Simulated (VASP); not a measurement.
Input of a VASP 6.6.1 run:

The input INCAR:

```
SYSTEM = Zr2HS4
ALGO     = Normal         ! electronic algorithm
DIPOL    = 0.5 0.5 0.274
EDIFF    = 1E-6           ! SCF threshold, eV
ENCUT    = 400            ! plane-wave cutoff, eV
GGA      = PE             ! functional
GGA_COMPAT= .False.      
IDIPOL   = 3            
ISIF     = 2              ! what is computed and relaxed
ISMEAR   = 0              ! smearing method
IVDW     = 12             ! dispersion correction
LASPH    = .True.         ! aspherical terms in the spheres
LCHARG   = .False.        ! write CHGCAR
LDIPOL   = .True.       
LREAL    = .False.        ! projectors in reciprocal space
LWAVE    = .False.        ! write WAVECAR
NBANDS   = 62             ! bands
NELM     = 120            ! most SCF steps
NELMDL   = -8           
PREC     = Accurate       ! precision mode
SIGMA    = 0.05           ! smearing width, eV
```

KPOINTS

```
k-points
0
Gamma
  6 6 1
  0 0 0
```

The input POSCAR:

```
Zr2HS4
1.0
    7.2976778227      0.0000000000      0.0000000000
   -3.6488389114      6.3199743831      0.0000000000
    0.0000000000      0.0000000000     20.9171506047
S Zr H
8 4 2
Direct
    0.3333333333      0.1666666667      0.1912306354
    0.3333333333      0.6666666667      0.1912306354
    0.8333333333      0.1666666667      0.1912306354
    0.8333333333      0.6666666667      0.1912306354
    0.1666666667      0.3333333333      0.3306927762
    0.1666666667      0.8333333333      0.3306927762
    0.6666666667      0.3333333333      0.3306927762
    0.6666666667      0.8333333333      0.3306927762
    0.0000000000      0.0000000000      0.2609617058
    0.0000000000      0.5000000000      0.2609617058
    0.5000000000      0.0000000000      0.2609617058
    0.5000000000      0.5000000000      0.2609617058
    0.3575287687      0.7150575375      0.3522062227
    0.4758045646      0.9516091292      0.3522062227
```

Potentials or basis: VASP PAW PBE potentials, release 64 (S, Zr_sv, H).

Command:

```console
$ cat potpaw_PBE.64/S/POTCAR potpaw_PBE.64/Zr_sv/POTCAR potpaw_PBE.64/H/POTCAR > POTCAR
$ mpirun -np 1 vasp_std > vasp.out
```

Predict the largest force.

1.468 eV/Å.

Predict the dispersion energy per atom.

-0.226 eV.

Estimate the band gap on the k mesh.

zero (bands 49 and 50 overlap by 0.11 eV).

Forces on the atoms (eV/Å):
```
S   -0.228  0.006 -0.012
S    0.000 -0.149 -0.137
S    0.228  0.006 -0.012
S    0.000  0.104 -0.062
S    0.000 -0.106  0.605
S   -0.523 -0.829  1.092
S    0.000  0.433  0.155
S    0.523 -0.829  1.092
Zr   0.000  0.316 -0.866
Zr  -0.189 -0.208 -0.340
Zr   0.000  0.334  0.184
Zr   0.189 -0.208 -0.340
H    0.000  0.374 -0.935
H    0.000  0.756 -0.424
```
